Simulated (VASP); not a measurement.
# Hg (P6_3/mmc) in VASP: notebook

Runs on Hg. Level: PBEsol+D3(BJ). Tasks: single point.

All numbers are computed with VASP 6.6.1; they aren't measurements. Logs are shortened: lines on timing, memory, paths and dates and some standing lists are left out, and cuts for length are marked.

## 1. The cell of the first run

The structure is hexagonal, space group P6_3/mmc (No. 194). Conventional cell: a = 3.075 Å, b = 3.075 Å, c = 5.601 Å, α = 90.00°, β = 90.00°, γ = 120.00°. Within 4.0 Å of Hg (site symmetry -6m2) lie 12 Hg at 3.08 to 3.32 Å.

## 2. Single point, PBEsol+D3(BJ)

INCAR

```
SYSTEM = Hg
ALGO = Fast
EDIFF = 1E-6
ENCUT = 520
GGA = PS
ISIF = 2
ISMEAR = 0
IVDW = 12
LASPH = .TRUE.
LCHARG = .TRUE.
LELF = .TRUE.
LREAL = .FALSE.
LVHAR = .TRUE.
LWAVE = .FALSE.
NBANDS = 19
NELM = 80
PREC = Accurate
SIGMA = 0.15
```

KPOINTS

```
k-points
0
G
  18 18 10
  0 0 0
```

POSCAR

```
Hg
1.0
    3.0752000000      0.0000000000      0.0000000000
   -1.5376000000      2.6632013217      0.0000000000
    0.0000000000      0.0000000000      5.6014000000
Hg
2
Direct
    0.6666666667      0.3333333333      0.7500000000
    0.3333333333      0.6666666667      0.2500000000
```

Potentials or basis: VASP PAW PBE potentials, release 64 (Hg).

Run with:

```bash
cat potpaw_PBE.64/Hg/POTCAR > POTCAR
mpirun -np 1 vasp_std > vasp.out
```

OUTCAR:

```text
SYSTEM = Hg
   EDIFF = 1E-6
   ENCUT = 520
   GGA = PS
   ISIF = 2
   ISMEAR = 0
   IVDW = 12
   LASPH = .TRUE.
   LREAL = .FALSE.
   NELM = 80
   PREC = Accurate
 IVDW          = 12

 ion  position               nearest neighbor table
   1  0.667  0.333  0.750-   2 3.32   2 3.32   2 3.32   2 3.32   2 3.32   2 3.32
   2  0.333  0.667  0.250-   1 3.32   1 3.32   1 3.32   1 3.32   1 3.32   1 3.32

  LATTYP: Found a hexagonal cell.
 ALAT       =     3.0752000000
 C/A-ratio  =     1.8214750260

  Lattice vectors:

 A1 = (   3.0752000000,   0.0000000000,   0.0000000000)
 A2 = (  -1.5376000000,   2.6632013217,   0.0000000000)
 A3 = (   0.0000000000,   0.0000000000,   5.6014000000)

Analysis of symmetry for initial positions (statically):
=====================================================================
 Subroutine PRICEL returns:
 Original cell was already a primitive cell.

 Routine SETGRP: Setting up the symmetry group for a
 hexagonal supercell.

 Subroutine GETGRP returns: Found 24 space group operations
 (whereof 12 operations were pure point group operations)
 out of a pool of 24 trial point group operations.

The static configuration has the point symmetry D_3d.
 The point group associated with its full space group is D_6h.

Analysis of symmetry for dynamics (positions and initial velocities):
=====================================================================
 Subroutine PRICEL returns:
 Original cell was already a primitive cell.

 Routine SETGRP: Setting up the symmetry group for a
 hexagonal supercell.

 Subroutine GETGRP returns: Found 24 space group operations
 (whereof 12 operations were pure point group operations)
 out of a pool of 24 trial point group operations.

The dynamic configuration has the point symmetry D_3d.
 The point group associated with its full space group is D_6h.

 Subroutine INISYM returns: Found 24 space group operations
 (whereof 12 operations are pure point group operations),
 and found     1 'primitive' translations

----------------------------------------------------------------------------------------

                                     Primitive cell

  volume of cell :      45.8748

  direct lattice vectors                    reciprocal lattice vectors
     3.075200000  0.000000000  0.000000000     0.325182102  0.187743974  0.000000000
    -1.537600000  2.663201322  0.000000000     0.000000000  0.375487948  0.000000000
     0.000000000  0.000000000  5.601400000     0.000000000  0.000000000  0.178526797

  length of vectors
     3.075200000  3.075200000  5.601400000     0.375487948  0.375487948  0.178526797

  position of ions in fractional coordinates (direct lattice)
     0.666666667  0.333333333  0.750000000
     0.333333333  0.666666667  0.250000000

  ion indices of the primitive-cell ions
   primitive index   ion index
                 1           1
                 2           2

----------------------------------------------------------------------------------------

 KPOINTS: k-points

Automatic generation of k-mesh.
 Grid dimensions read from file:
 generate k-points for:   18   18   10

 Generating k-lattice:

  Cartesian coordinates                     Fractional coordinates (reciprocal lattice)
     0.018065672  0.010430221  0.000000000     0.055555556  0.000000000  0.000000000
     0.000000000  0.020860442  0.000000000     0.000000000  0.055555556  0.000000000
     0.000000000  0.000000000  0.017852680     0.000000000  0.000000000  0.100000000

  Length of vectors
     0.020860442  0.020860442  0.017852680

  Shift w.r.t. Gamma in fractional coordinates (k-lattice)
     0.000000000  0.000000000  0.000000000

 Subroutine IBZKPT returns following result:
 ===========================================

 Found    222 irreducible k-points:

 Following reciprocal coordinates:
            Coordinates               Weight
  0.000000  0.000000  0.000000      1.000000
  0.055556  0.000000  0.000000      6.000000
  0.111111  0.000000  0.000000      6.000000
  0.166667 -0.000000  0.000000      6.000000
  0.222222 -0.000000  0.000000      6.000000
  0.277778  0.000000  0.000000      6.000000
[... 16 lines left out ...]
  0.333333  0.111111  0.000000     12.000000
  0.388889  0.111111  0.000000     12.000000
 [... further k-points ...]
   k-points           NKPTS =    222   k-points in BZ     NKDIM =    222   number of bands    NBANDS=     19
   number of dos      NEDOS =    301   number of ions     NIONS =      2
   total plane-waves  NPLWV =  24192
   dimension x,y,z NGX =    24 NGY =   24 NGZ =   42
   dimension x,y,z NGXF=    48 NGYF=   48 NGZF=   84
   ions per type =               2
   NGX,Y,Z   is equivalent  to a cutoff of  12.97, 12.97, 12.47 a.u.
   NGXF,Y,Z  is equivalent  to a cutoff of  25.95, 25.95, 24.93 a.u.
 SYSTEM =  Hg
   PREC   = accura    normal or accurate (medium, high low for compatibility)
   ISTART =      0    job   : 0-new  1-cont  2-samecut
   ICHARG =      2    charge: 1-file 2-atom 10-const
   ISPIN  =      1    spin polarized calculation?
   LNONCOLLINEAR =      F non collinear calculations
   LSORBIT =      F    spin-orbit coupling
   LASPH  =      T    aspherical Exc in radial PAW
   ENCUT  =  520.0 eV  38.22 Ry    6.18 a.u.   5.72  5.72 10.41*2*pi/ulx,y,z
   NELM   =     80;   NELMIN=  2; NELMDL= -5     # of ELM steps
   EDIFF  = 0.1E-05   stopping-criterion for ELM
   LREAL  =      F    real-space projection
   EDIFFG = 0.1E-04   stopping-criterion for IOM
   NSW    =      0    number of steps for IOM
   IBRION =     -1    ionic relax: 0-MD 1-quasi-New 2-CG
   NFREE  =      0    steps in history (QN), initial steepest desc. (CG)
   ISIF   =      2    stress and relaxation
   ISYM   =      2    0-nonsym 1-usesym 2-fastsym
   POTIM  = 0.5000    time-step for ionic-motion
   TEBEG  =    0.0;   TEEND  =   0.0 temperature during run
   PSTRESS=    0.0 pullay stress
   NELECT =      24.0000    total number of electrons
   NUPDOWN=      -1.0000    fix difference up-down
   EMIN   =  10.00;   EMAX   =-10.00  energy-range for DOS
   EFERMI =   0.00;   METHOD = LEGACY
   ISMEAR =     0;   SIGMA  =   0.15  broadening in eV -4-tet -1-fermi 0-gaus
   EFERMI_NEDOS =   21; number of points for ismear=-14 and -15
   IALGO  =     68    algorithm
   IMIX   =      4    mixing-type and parameters
     AMIX     =   0.40;   BMIX     =  1.00
     AMIX_MAG =   1.60;   BMIX_MAG =  1.00
  volume/ion in A,a.u.               =      22.94       154.79
  Fermi-wavevector in a.u.,A,eV,Ry     =   1.319129  2.492792 23.675515  1.740101
  Thomas-Fermi vector in A             =   2.449049
   LORBIT       =      0    0 simple, 1 ext, 2 COOP (PROOUT), +10 PAW based schemes
   GGA     = PS    functional components
   LHFCALC =     F    Hartree Fock is set to
   AEXX    =    0.0000 exact exchange contribution
   IVDW    =    12    specifies the selected vdW correction
   LEPSILON=     F    determine dielectric tensor
   LRPA    =     F    only Hartree local field effects (RPA)
 non-spin polarized calculation
 RMM-DIIS sequential band-by-band and
 Gauss-broadening in eV      SIGMA  =   0.15
  energy-cutoff  :      520.00
  volume of cell :       45.87
 maximum number of plane-waves:      1250
 NGX is ok and might be reduce to    24
   NGX = 11   NGY = 11   NGZ = 21

 number of electron      24.0000002 magnetization

 Free energy of the ion-electron system (eV)
  ---------------------------------------------------
  ext. energy  EPLUGINS =         0.00000000
  ---------------------------------------------------
  free energy    TOTEN  =        -1.06733689 eV

  energy without entropy =       -1.05853966  energy(sigma->0) =       -1.06293828

 E-fermi :   2.7448     XC(G=0): -11.2024

 val. band max:        2.7254508062   @ k =   0.3889   0.2222   0.4000
 cond. band min:       2.7527286922   @ k =   0.3889   0.0556   0.0000
 fundamental gap:      0.0272778861
 Fermi energy:         2.7448270134

 k-point     1 :       0.0000    0.0000    0.0000
  band No.  band energies     occupation
      1      -6.5979      2.00000
      2      -5.6292      2.00000
      3      -4.5916      2.00000
      4      -4.2843      2.00000
      5      -4.2843      2.00000
      6      -4.1928      2.00000
[... 11 lines left out ...]
     18      18.0366      0.00000
     19      19.4867      0.00000

 k-point     2 :       0.0556    0.0000    0.0000
  band No.  band energies     occupation
      1      -6.5161      2.00000
      2      -5.5731      2.00000
      3      -4.5798      2.00000
      4      -4.2952      2.00000
      5      -4.2462      2.00000
      6      -4.2091      2.00000
[... 11 lines left out ...]
     18      18.3761      0.00000
     19      19.7329      0.00000

 k-point     3 :       0.1111    0.0000    0.0000
  band No.  band energies     occupation
      1      -6.2774      2.00000
      2      -5.4185      2.00000
      3      -4.5577      2.00000
      4      -4.3132      2.00000
      5      -4.2387      2.00000
      6      -4.1347      2.00000
[... 11 lines left out ...]
     18      18.4862      0.00000
     19      18.8629      0.00000

 k-point     4 :       0.1667   -0.0000    0.0000
  band No.  band energies     occupation
      1      -5.9104      2.00000
      2      -5.2200      2.00000
      3      -4.5416      2.00000
      4      -4.3427      2.00000
      5      -4.1824      2.00000
      6      -3.9589      2.00000
[... 407 lines left out ...]
     18      14.8489      0.00000
     19      15.5253      0.00000

 k-point    23 :       0.3333    0.1111    0.0000
  band No.  band energies     occupation
      1      -5.1578      2.00000
      2      -5.0146      2.00000
      3      -4.7924      2.00000
      4      -4.1726      2.00000
      5      -4.0497      2.00000
      6      -3.9759      2.00000
[... 11 lines left out ...]
     18      14.3065      0.00000
     19      15.2108      0.00000

 k-point    24 :       0.3889    0.1111    0.0000
  band No.  band energies     occupation
      1      -5.2194      2.00000
      2      -5.0575      2.00000
      3      -4.8791      2.00000
      4      -4.1791      2.00000
      5      -4.0549      2.00000
      6      -3.9652      2.00000
[... 11 lines left out ...]
     18      13.9573      0.00000
     19      15.0173      0.00000

 [... further k-points ...]

------------------------ aborting loop because EDIFF is reached ----------------------------------------

 Edisp (eV)   -0.87085

 E8    (eV) :    -0.5907

  FORCE on cell =-STRESS in cart. coord.  units (eV):
  Direction    XX          YY          ZZ          XY          YZ          ZX
  --------------------------------------------------------------------------------------
  -------------------------------------------------------------------------------------
  Total      -0.33474    -0.33474    -0.80674     0.00000     0.00000     0.00000
  in kB     -11.69078   -11.69078   -28.17545     0.00000     0.00000     0.00000
  external pressure =      -17.19 kB  Pullay stress =        0.00 kB

 VOLUME and BASIS-vectors are now :
 -----------------------------------------------------------------------------
  energy-cutoff  :      520.00
  volume of cell :       45.87
      direct lattice vectors                 reciprocal lattice vectors
     3.075200000  0.000000000  0.000000000     0.325182102  0.187743974  0.000000000
    -1.537600000  2.663201322  0.000000000     0.000000000  0.375487948  0.000000000
     0.000000000  0.000000000  5.601400000     0.000000000  0.000000000  0.178526797

 POSITION                                       TOTAL-FORCE (eV/Angst)
 -----------------------------------------------------------------------------------
      1.53760      0.88773      4.20105        -0.000000     -0.000000      0.000000
     -0.00000      1.77547      1.40035         0.000000      0.000000      0.000000
 -----------------------------------------------------------------------------------
    total drift:                               -0.000000      0.000000     -0.000000

  FREE ENERGIE OF THE ION-ELECTRON SYSTEM (eV)
  ---------------------------------------------------
  free  energy   TOTEN  =        -1.9381824939 eV

  energy  without entropy=       -1.9293852666  energy(sigma->0) =       -1.93378388
```

Wall time 2.5 min (1 thread of Oxide Virtual Turin-like, shared host); peak memory 0.25 GiB.

What came out:

```
Free energy                : -1.9382 eV
Pressure                   : -1.7 GPa
Band gap on the k mesh     : zero (bands 12 and 13 overlap by 2.52 eV)
Dispersion energy per atom : -0.435 eV
```

Caveat: the PAW data sets were made with another functional, which shifts forces and pressure a little; spin-orbit coupling is left out, which moves the levels of the heavy elements.

(Continued in part 2 of 2.)

The gap in the log of VASP goes by the Fermi energy; the results here count the filled bands.